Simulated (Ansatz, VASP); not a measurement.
One calculation of SnPb5O6, two programs

```
CELL_PARAMETERS angstrom
4.05778 0.00123 0.00086
0.00223 3.98212 -0.00092
0.00359 -0.00411 16.57715
ATOMIC_POSITIONS crystal
Sn 0.00071 0.00018 0.73867
Pb 0.99971 0.00025 0.06673
Pb 0.99920 0.99989 0.40665
Pb 0.49932 0.49955 0.26138
Pb 0.50086 0.49995 0.59906
Pb 0.50009 0.50001 0.92147
O 0.99997 0.50038 0.99380
O 0.99929 0.49951 0.33368
O 0.00062 0.50005 0.67189
O 0.50009 0.00060 0.99630
O 0.49922 0.99959 0.33618
O 0.50093 0.00004 0.67418
```

Change from the starting cell: cell x1, atoms moved at random (sigma 0.1 Å) and cell strained at random (1.5 %), then relaxed without symmetry.

Alike in both runs: functional PBE; k mesh 4 × 4 × 1; occupations gaussian, width 0.1 eV; no spin polarisation.

Ansatz relaxed the structure, and its values are those at the end. VASP's run is a single point on that final structure, the one shown.

|  | VASP | Ansatz |
| --- | --- | --- |
| version | VASP 6.6.1 | Ansatz 0.2.0 |
| potentials or method | VASP PAW PBE potentials, release 64 (Sn_d, Pb_d, O), cutoff 520 eV | scalar-relativistic, plane waves, PAW |
| valence electrons in the cell | 120 | 120 |

|  | VASP | Ansatz | Ansatz less VASP |
| --- | --- | --- | --- |
| gap on the k mesh at the Fermi level (eV) | 1.51 | 1.51 | -0.002 |
| least direct gap on the mesh (eV) | 1.51 | 1.53 | +0.022 |
| pressure (GPa) | 0.1 | 0.0 | -0.07 |
| rms of the force components (eV/Å) | 0.014 | 0.005 | -0.0092 |

Spin-orbit coupling is off throughout.
